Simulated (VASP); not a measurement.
# Rb (I4/mmm) in VASP: a series of runs

Rb is run at these levels: PBEsol; tasks: single point.

Everything below comes from runs of VASP 6.6.1. Logs are shortened: lines on timing, memory, paths and dates and some standing lists are left out, and cuts for length are marked.

## Step 1: The cell of the first run

It takes space group I4/mmm (No. 139, tetragonal). The conventional cell has a = 5.612 Å, b = 5.612 Å, c = 5.836 Å, α = 90.00°, β = 90.00°, γ = 90.00°.

## Step 2: Single point, PBEsol (strain +0.000 along x and y, +0.040 along z)

INCAR

```
ALGO     = Fast           # electronic algorithm
EDIFF    = 1E-6           # SCF threshold, eV
ENCUT    = 520            # plane-wave cutoff, eV
GGA      = PS             # functional
ISIF     = 2              # what is computed and relaxed
ISMEAR   = 0              # smearing method
LASPH    = T              # aspherical terms in the spheres
LCHARG   = F              # write CHGCAR
LREAL    = F              # projectors in reciprocal space
LWAVE    = F              # write WAVECAR
NBANDS   = 10             # bands
NELM     = 60             # most SCF steps
PREC     = Accurate       # precision mode
SIGMA    = 0.15           # smearing width, eV
```

KPOINTS

```
k-points
0
Gamma
  12 12 12
```

POSCAR

```
Rb
1.0
   -2.8060000000      2.8060000000      2.9182400000
    2.8060000000     -2.8060000000      2.9182400000
    2.8060000000      2.8060000000     -2.9182400000
Rb
1
Direct
    0.0000000000      0.0000000000      0.0000000000
```

Potentials or basis: VASP PAW PBE potentials, release 64 (Rb_sv).

Launch:

```sh
cat potpaw_PBE.64/Rb_sv/POTCAR > POTCAR
mpirun -np 1 vasp_std > vasp.out
```

OUTCAR:

```text
EDIFF = 1E-6
   ENCUT = 520
   GGA = PS
   ISIF = 2
   ISMEAR = 0
   LASPH = T
   LREAL = F
   NELM = 60
   PREC = Accurate

 ion  position               nearest neighbor table
   1  0.000  0.000  0.000-

  LATTYP: Found a body centered tetragonal cell.
 ALAT       =     5.6120000000
 C/A-ratio  =     1.0400000000

  Lattice vectors:

 A1 = (  -2.8060000000,   2.8060000000,   2.9182400000)
 A2 = (   2.8060000000,  -2.8060000000,   2.9182400000)
 A3 = (   2.8060000000,   2.8060000000,  -2.9182400000)

Analysis of symmetry for initial positions (statically):
=====================================================================
 Subroutine PRICEL returns:
 Original cell was already a primitive cell.

 Routine SETGRP: Setting up the symmetry group for a
 body centered tetragonal supercell.

 Subroutine GETGRP returns: Found 16 space group operations
 (whereof 16 operations were pure point group operations)
 out of a pool of 16 trial point group operations.

The static configuration has the point symmetry D_4h.

Analysis of symmetry for dynamics (positions and initial velocities):
=====================================================================
 Subroutine PRICEL returns:
 Original cell was already a primitive cell.

 Routine SETGRP: Setting up the symmetry group for a
 body centered tetragonal supercell.

 Subroutine GETGRP returns: Found 16 space group operations
 (whereof 16 operations were pure point group operations)
 out of a pool of 16 trial point group operations.

The dynamic configuration has the point symmetry D_4h.

 Subroutine INISYM returns: Found 16 space group operations
 (whereof 16 operations are pure point group operations),
 and found     1 'primitive' translations

----------------------------------------------------------------------------------------

                                     Primitive cell

  volume of cell :      91.9086

  direct lattice vectors                    reciprocal lattice vectors
    -2.806000000  2.806000000  2.918240000     0.000000000  0.178189594  0.171336148
     2.806000000 -2.806000000  2.918240000     0.178189594  0.000000000  0.171336148
     2.806000000  2.806000000 -2.918240000     0.178189594  0.178189594  0.000000000

  length of vectors
     4.925788942  4.925788942  4.925788942     0.247199528  0.247199528  0.251998140

  position of ions in fractional coordinates (direct lattice)
     0.000000000  0.000000000  0.000000000
[... 81 lines left out ...]
   NFREE  =      0    steps in history (QN), initial steepest desc. (CG)
   ISIF   =      2    stress and relaxation
   ISYM   =      2    0-nonsym 1-usesym 2-fastsym
   POTIM  = 0.5000    time-step for ionic-motion
   TEBEG  =    0.0;   TEEND  =   0.0 temperature during run
   PSTRESS=    0.0 pullay stress
   NELECT =       9.0000    total number of electrons
   NUPDOWN=      -1.0000    fix difference up-down
   EMIN   =  10.00;   EMAX   =-10.00  energy-range for DOS
   EFERMI =   0.00;   METHOD = LEGACY
   ISMEAR =     0;   SIGMA  =   0.15  broadening in eV -4-tet -1-fermi 0-gaus
   EFERMI_NEDOS =   21; number of points for ismear=-14 and -15
   IALGO  =     68    algorithm
   IMIX   =      4    mixing-type and parameters
     AMIX     =   0.40;   BMIX     =  1.00
     AMIX_MAG =   1.60;   BMIX_MAG =  1.00
  volume/ion in A,a.u.               =      91.91       620.23
  Fermi-wavevector in a.u.,A,eV,Ry     =   0.754577  1.425944  7.746973  0.569386
  Thomas-Fermi vector in A             =   1.852276
   LORBIT       =      0    0 simple, 1 ext, 2 COOP (PROOUT), +10 PAW based schemes
   GGA     = PS    functional components
   LHFCALC =     F    Hartree Fock is set to
   AEXX    =    0.0000 exact exchange contribution
   IVDW    =     0    specifies the selected vdW correction
   LEPSILON=     F    determine dielectric tensor
   LRPA    =     F    only Hartree local field effects (RPA)
 non-spin polarized calculation
 RMM-DIIS sequential band-by-band and
 Gauss-broadening in eV      SIGMA  =   0.15
  energy-cutoff  :      520.00
  volume of cell :       91.91
 maximum number of plane-waves:      2492
 NGX is ok and might be reduce to    40
   NGX = 19   NGY = 19   NGZ = 19

 number of electron       9.0000000 magnetization

 Free energy of the ion-electron system (eV)
  ---------------------------------------------------
  ext. energy  EPLUGINS =         0.00000000
  ---------------------------------------------------
  free energy    TOTEN  =        -1.02626613 eV

  energy without entropy =       -1.01509620  energy(sigma->0) =       -1.02068117

 E-fermi :  -0.0800     XC(G=0):  -5.4962

 val. band max:       -0.0844125845   @ k =   0.5000   0.3333   0.0833
 cond. band min:      -0.0740997266   @ k =   0.5000   0.2500   0.0000
 fundamental gap:      0.0103128579
 Fermi energy:        -0.0800356053

 k-point     1 :       0.0000    0.0000    0.0000
  band No.  band energies     occupation
      1     -28.9379      2.00000
      2     -12.9857      2.00000
      3     -12.9857      2.00000
      4     -12.9856      2.00000
      5      -2.0361      2.00000
      6       3.5377      0.00000
      7       3.5377      0.00000
      8       3.7303      0.00000
      9       4.3991      0.00000
     10       4.6703      0.00000
[... 287 lines left out ...]
 k-point    24 :      -0.4167    0.1667   -0.0000
  band No.  band energies     occupation
      1     -28.9345      2.00000
      2     -13.0569      2.00000
      3     -13.0126      2.00000
      4     -12.9928      2.00000
      5      -0.6103      2.00000
      6       1.7513      0.00000
      7       2.3788      0.00000
      8       4.1127      0.00000
      9       4.4675      0.00000
     10       5.0800      0.00000

 [... further k-points ...]

------------------------ aborting loop because EDIFF is reached ----------------------------------------

  FORCE on cell =-STRESS in cart. coord.  units (eV):
  Direction    XX          YY          ZZ          XY          YZ          ZX
  --------------------------------------------------------------------------------------
  -------------------------------------------------------------------------------------
  Total       -0.0906717     -0.0906717     -0.0942343      0.0000000     -0.0000000      0.0000000
  in kB       -1.5806148     -1.5806148     -1.6427196      0.0000000     -0.0000000      0.0000000
  external PRESSURE =      -1.6013164 kB  Pullay stress =       0.0000000 kB

 VOLUME and BASIS-vectors are now :
 -----------------------------------------------------------------------------
  energy-cutoff  :      520.00
  volume of cell :       91.91
      direct lattice vectors                 reciprocal lattice vectors
    -2.806000000  2.806000000  2.918240000     0.000000000  0.178189594  0.171336148
     2.806000000 -2.806000000  2.918240000     0.178189594  0.000000000  0.171336148
     2.806000000  2.806000000 -2.918240000     0.178189594  0.178189594  0.000000000

 POSITION                                       TOTAL-FORCE (eV/Angst)
 -----------------------------------------------------------------------------------
      0.00000      0.00000      0.00000        -0.000000     -0.000000      0.000000
 -----------------------------------------------------------------------------------
    total drift:                               -0.000000      0.000000     -0.000000

  FREE ENERGIE OF THE ION-ELECTRON SYSTEM (eV)
  ---------------------------------------------------
  free  energy   TOTEN  =        -1.0262661280 eV

  energy  without entropy=       -1.0150962022  energy(sigma->0) =       -1.02068117
```

OSZICAR:

```text
N       E                     dE             d eps       ncg     rms          rms(c)
DAV:   1     0.426228727340E+02    0.42623E+02   -0.32920E+03  3260   0.660E+02
DAV:   2     0.174456633288E+01   -0.40878E+02   -0.39867E+02  3656   0.123E+02
DAV:   3    -0.910682694990E+00   -0.26552E+01   -0.26479E+01  4272   0.321E+01
DAV:   4    -0.102441038955E+01   -0.11373E+00   -0.11344E+00  4718   0.572E+00
DAV:   5    -0.102598638830E+01   -0.15760E-02   -0.15759E-02  4322   0.638E-01    0.109E+00
RMM:   6    -0.102576250023E+01    0.22389E-03   -0.16078E-03  3811   0.252E-01    0.668E-01
RMM:   7    -0.102617845307E+01   -0.41595E-03   -0.38025E-03  4033   0.373E-01    0.496E-02
RMM:   8    -0.102625998861E+01   -0.81536E-04   -0.22256E-04  4889   0.960E-02    0.754E-03
RMM:   9    -0.102626476008E+01   -0.47715E-05   -0.54098E-05  5416   0.341E-02    0.636E-03
RMM:  10    -0.102626598122E+01   -0.12211E-05   -0.87785E-06  5187   0.154E-02    0.403E-03
RMM:  11    -0.102626612795E+01   -0.14673E-06   -0.35823E-06  4455   0.816E-03
   1 F= -.10262661E+01 E0= -.10206812E+01  d E =-.111699E-01
```

stdout:

```text
POSCAR found type information on POSCAR Rb
 POSCAR found :  1 types and       1 ions
 scaLAPACK will be used
 -----------------------------------------------------------------------------
|                                                                             |
|                                                                             |
|     You enforced a specific xc type in the INCAR file but a different       |
|     I HOPE YOU KNOW WHAT YOU ARE DOING!                                     |
|                                                                             |
 -----------------------------------------------------------------------------

 LDA part: xc-table for (Slater+PW92), standard interpolation
 POSCAR, INCAR and KPOINTS ok, starting setup
 FFT: planning ... GRIDC
 FFT: planning ... GRID_SOFT
 FFT: planning ... GRID
 WAVECAR not read
 entering main loop
WARNING in EDDRMM: call to ZHEGV failed, returncode =   8  4      9
```

Run time: 53 s. Hardware: 1 thread of Intel Xeon 6975P-C (Granite Rapids), shared host; peak memory 0.33 GiB.

What came out:

```yaml
Free_energy: -1.0263 eV
Pressure: -0.2 GPa
```

Levels at points of the mesh, in eV from the Fermi level:
| k point | band 1 | band 2 | band 3 | band 4 | band 5 | band 6 | band 7 | band 8 | band 9 | band 10 |
| --- | --- | --- | --- | --- | --- | --- | --- | --- | --- | --- |
| (0.00, 0.00, 0.00) | -28.86 | -12.91 | -12.91 | -12.91 | -1.96 | 3.62 | 3.62 | 3.81 | 4.48 | 4.75 |
| (0.50, 0.00, 0.00) | -28.85 | -13.00 | -12.94 | -12.90 | 0.22 | 0.75 | 2.66 | 4.19 | 5.20 | 5.21 |
| (0.50, 0.50, 0.00) | -28.85 | -13.00 | -12.94 | -12.91 | 0.29 | 0.84 | 2.46 | 4.33 | 5.03 | 5.34 |
| (0.50, 0.50, 0.50) | -28.85 | -12.98 | -12.97 | -12.97 | 1.22 | 1.33 | 2.97 | 3.35 | 3.35 | 4.75 |

Caveat: the cell differs from its parent crystal (strain +0.000 along x and y, +0.040 along z); the PAW data sets were made with another functional, which shifts forces and pressure a little.

## Step 3: Single point, PBEsol (strain +0.040 along x and y, -0.040 along z)

INCAR

```
PREC = Accurate
ENCUT = 520
EDIFF = 1E-6
ISMEAR = 0
SIGMA = 0.15
LREAL = F
LASPH = T
NELM = 60
ALGO = Fast
ISIF = 2
LWAVE = F
LCHARG = F
GGA = PS
NBANDS = 10
```

KPOINTS

```
Automatic mesh
0
Gamma
  12 12 12
```

POSCAR

```
Rb
1.0
   -2.9182400000      2.9182400000      2.6937600000
    2.9182400000     -2.9182400000      2.6937600000
    2.9182400000      2.9182400000     -2.6937600000
Rb
1
Direct
    0.0000000000      0.0000000000      0.0000000000
```

Potentials or basis: VASP PAW PBE potentials, release 64 (Rb_sv).

Launch:

```sh
cat potpaw_PBE.64/Rb_sv/POTCAR > POTCAR
mpirun -np 1 vasp_std > vasp.out
```

Wall time 57 s (1 thread of Intel Xeon 6975P-C (Granite Rapids), shared host); peak memory 0.33 GiB.

Results (log left out):

| Item | Value |
| --- | --- |
| Free energy | -1.0260 eV |
| Pressure | -0.2 GPa |

Levels at points of the mesh, in eV from the Fermi level:
```csv
k point,band 1,band 2,band 3,band 4,band 5,band 6,band 7,band 8,band 9,band 10
"(0.00, 0.00, 0.00)",-28.86,-12.91,-12.91,-12.91,-1.96,3.42,3.84,3.84,4.33,4.90
"(0.50, 0.00, 0.00)",-28.85,-13.00,-12.94,-12.91,0.30,0.85,2.46,4.29,5.03,5.43
"(0.50, 0.50, 0.00)",-28.85,-13.00,-12.93,-12.90,0.14,0.66,2.89,4.06,5.03,5.42
"(0.50, 0.50, 0.50)",-28.85,-12.98,-12.98,-12.96,1.17,1.37,2.97,2.97,3.77,4.78
```

Caveat: the cell differs from its parent crystal (strain +0.040 along x and y, -0.040 along z); the PAW data sets were made with another functional, which shifts forces and pressure a little.

## Step 4: Single point, PBEsol (strain +0.080 along x and y, -0.080 along z)

INCAR: that of step 3 with these lines changed.

```diff
@@ -11,4 +11,6 @@
 LWAVE = F
-LCHARG = F
+LCHARG = T
 GGA = PS
+LELF = T
+LVHAR = T
 NBANDS = 10
```

KPOINTS is that of step 3.

POSCAR

```
Rb
1.0
   -3.0304800000      3.0304800000      2.5815200000
    3.0304800000     -3.0304800000      2.5815200000
    3.0304800000      3.0304800000     -2.5815200000
Rb
1
Direct
    0.0000000000      0.0000000000      0.0000000000
```

Launch:

```sh
cat potpaw_PBE.64/Rb_sv/POTCAR > POTCAR
mpirun -np 1 vasp_std > vasp.out
```

Wall time 57 s (1 thread of Intel Xeon 6975P-C (Granite Rapids), shared host); peak memory 0.33 GiB.

The run converged. Its results:

- Free energy: -1.0194 eV
- Pressure: -0.2 GPa

Stress tensor (GPa, compression positive):
```
-0.27  0.00  0.00
 0.00 -0.27  0.00
 0.00  0.00 -0.11
```

Levels at points of the mesh, in eV from the Fermi level:
```
           k point  band 1  band 2  band 3  band 4  band 5  band 6  band 7  band 8  band 9  band 10
(0.00, 0.00, 0.00)  -28.88  -12.93  -12.93  -12.93   -1.91    3.15    3.99    4.02    4.02     5.11
(0.50, 0.00, 0.00)  -28.87  -13.01  -12.96  -12.94    0.38    0.91    2.35    4.20    4.86     5.37
(0.50, 0.50, 0.00)  -28.87  -13.01  -12.95  -12.92    0.05    0.54    3.23    3.83    4.77     5.68
(0.50, 0.50, 0.50)  -28.87  -12.99  -12.99  -12.97    1.11    1.43    2.66    2.66    4.26     4.67
```

Caveat: the cell differs from its parent crystal (strain +0.080 along x and y, -0.080 along z); the PAW data sets were made with another functional, which shifts forces and pressure a little.

## Step 5: Single point, PBEsol (strain +0.000 along x and y, +0.080 along z)

INCAR

```
SYSTEM = Rb
  ALGO = Fast
  EDIFF = 1E-6
  ENCUT = 520
  GGA = PS
  ISIF = 2
  ISMEAR = 0
  LASPH = .TRUE.
  LCHARG = .FALSE.
  LREAL = .FALSE.
  LWAVE = .FALSE.
  NBANDS = 10
  NELM = 60
  PREC = Accurate
  SIGMA = 0.15
```

KPOINTS

```
k-points
0
G
  12 12 12
  0 0 0
```

POSCAR

```
Rb
1.0
   -2.8060000000      2.8060000000      3.0304800000
    2.8060000000     -2.8060000000      3.0304800000
    2.8060000000      2.8060000000     -3.0304800000
Rb
1
Direct
    0.0000000000      0.0000000000      0.0000000000
```

Launch:

```sh
cat potpaw_PBE.64/Rb_sv/POTCAR > POTCAR
mpirun -np 1 vasp_std > vasp.out
```

It took 53 s on 1 thread of Intel Xeon 6975P-C (Granite Rapids), shared host; peak memory 0.33 GiB.

It converged, with:

```
Free energy : -1.0218 eV
Pressure    : -0.2 GPa
```

Levels at points of the mesh, in eV from the Fermi level:
```
           k point  band 2  band 3  band 4  band 5  band 6  band 7  band 8  band 9
(0.00, 0.00, 0.00)  -12.93  -12.93  -12.93   -1.91    3.54    3.54    3.90    4.30
(0.50, 0.00, 0.00)  -13.02  -12.96  -12.93    0.21    0.70    2.72    4.04    5.12
(0.50, 0.50, 0.00)  -13.01  -12.96  -12.94    0.34    0.87    2.34    4.32    4.82
(0.50, 0.50, 0.50)  -13.00  -12.99  -12.99    1.18    1.40    2.66    3.37    3.37
```

Caveat: the cell differs from its parent crystal (strain +0.000 along x and y, +0.080 along z); the PAW data sets were made with another functional, which shifts forces and pressure a little.

## Step 6: Overview

| cell | gap on the mesh (eV) | pressure (GPa) |
| --- | --- | --- |
| a = 4.926 Å, angles 110.5, 110.5, 107.3°, 1 atom | none | -0.2 |
| a = 4.928 Å, angles 107.4, 107.4, 113.7°, 1 atom | none | -0.2 |
| a = 5.003 Å, angles 105.4, 105.4, 117.9°, 1 atom | none | -0.2 |
| a = 4.993 Å, angles 111.6, 111.6, 105.3°, 1 atom | none | -0.2 |

Alike in all rows: task single point; level PBEsol; potentials or basis VASP PAW PBE potentials, release 64 (Rb_sv); no spin polarisation; k mesh 12 × 12 × 12; cutoff (eV) 520; smearing gaussian 0.15 eV.

Caveats: the PAW data sets were made with another functional, which shifts forces and pressure a little.

Total energies depend on the potentials used, so only differences within one code and one set of settings carry meaning.
